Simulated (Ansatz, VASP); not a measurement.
**One calculation of Al2O3, two programs**

INCAR

```
PREC     = Accurate       # precision mode
ENCUT    = 520            # plane-wave cutoff, eV
EDIFF    = 1E-6           # SCF threshold, eV
ISMEAR   = 0              # smearing method
SIGMA    = 0.05           # smearing width, eV
LREAL    = False          # projectors in reciprocal space
LASPH    = True           # aspherical terms in the spheres
NELM     = 60             # most SCF steps
ALGO     = Normal         # electronic algorithm
ISIF     = 2              # what is computed and relaxed
LWAVE    = False          # write WAVECAR
LCHARG   = False          # write CHGCAR
GGA      = PS             # functional
NBANDS   = 35             # bands
```

Contents of KPOINTS:

```
regular mesh
0
Gamma
  6 6 6
```

Contents of POSCAR:

```
Al2O3
1.0
    2.2891336982      1.3216319569      4.7151575915
   -2.2891336982      1.3216319569      4.7151575915
    0.0000000000     -2.6432639137      4.7151575915
Al O
4 6
Direct
    0.8635618459      0.8635618459      0.8635618459
    0.6364381541      0.6364381541      0.6364381541
    0.1364381541      0.1364381541      0.1364381541
    0.3635618459      0.3635618459      0.3635618459
    0.0558571577      0.4441428423      0.7500000000
    0.7500000000      0.0558571577      0.4441428423
    0.4441428423      0.7500000000      0.0558571577
    0.9441428423      0.5558571577      0.2500000000
    0.2500000000      0.9441428423      0.5558571577
    0.5558571577      0.2500000000      0.9441428423
```

Input for Ansatz:

```yaml
crystal:
  lattice:
    - [2.2891336982, 1.3216319569, 4.7151575915]
    - [-2.2891336982, 1.3216319569, 4.7151575915]
    - [0.0, -2.6432639137, 4.7151575915]
  atoms:
    - { symbol: Al, position: [0.8635618459, 0.8635618459, 0.8635618459] }
    - { symbol: Al, position: [0.6364381541, 0.6364381541, 0.6364381541] }
    - { symbol: Al, position: [0.1364381541, 0.1364381541, 0.1364381541] }
    - { symbol: Al, position: [0.3635618459, 0.3635618459, 0.3635618459] }
    - { symbol: O, position: [0.0558571577, 0.4441428423, 0.75] }
    - { symbol: O, position: [0.75, 0.0558571577, 0.4441428423] }
    - { symbol: O, position: [0.4441428423, 0.75, 0.0558571577] }
    - { symbol: O, position: [0.9441428423, 0.5558571577, 0.25] }
    - { symbol: O, position: [0.25, 0.9441428423, 0.5558571577] }
    - { symbol: O, position: [0.5558571577, 0.25, 0.9441428423] }
basis:
  ecutwfc: 520.0
kpoints:
  mp_grid: { grid: [6, 6, 6] }
hamiltonian:
  xc: pbesol
  pseudopotentials: { kind: paw, azcp: { folder: soft_1 } }
scf:
  occupations: { method: gaussian, width: 0.05 }
output:
  forces: true
  stress: true
  eigenvalues: true
```

Alike in both runs: task single point; functional PBEsol; k mesh 6 × 6 × 6; occupations gaussian, width 0.05 eV; no spin polarisation.

|  | VASP | Ansatz |
| --- | --- | --- |
| version | VASP 6.6.1 | Ansatz 0.2.0 |
| potentials or method | VASP PAW PBE potentials, release 64 (Al, O), cutoff 520 eV | scalar-relativistic, plane waves, PAW |
| valence electrons in the cell | 48 | 48 |

```tsv
	VASP	Ansatz	Ansatz less VASP
gap on the k mesh at the Fermi level (eV)	5.21	5.20	-0.008
least direct gap on the mesh (eV)	5.21	5.20	-0.008
pressure (GPa)	11.5	11.2	-0.29
traceless stress, the component that is largest in VASP (GPa)	-37.70	-37.33	+0.372
rms of the force components (eV/Å)	0.890	0.869	-0.0211
```

VASP's potentials were made for PBE, not for PBEsol, and Ansatz warns of the same on its side. Atom by atom the forces differ by 0.024 eV/Å (rms over components).
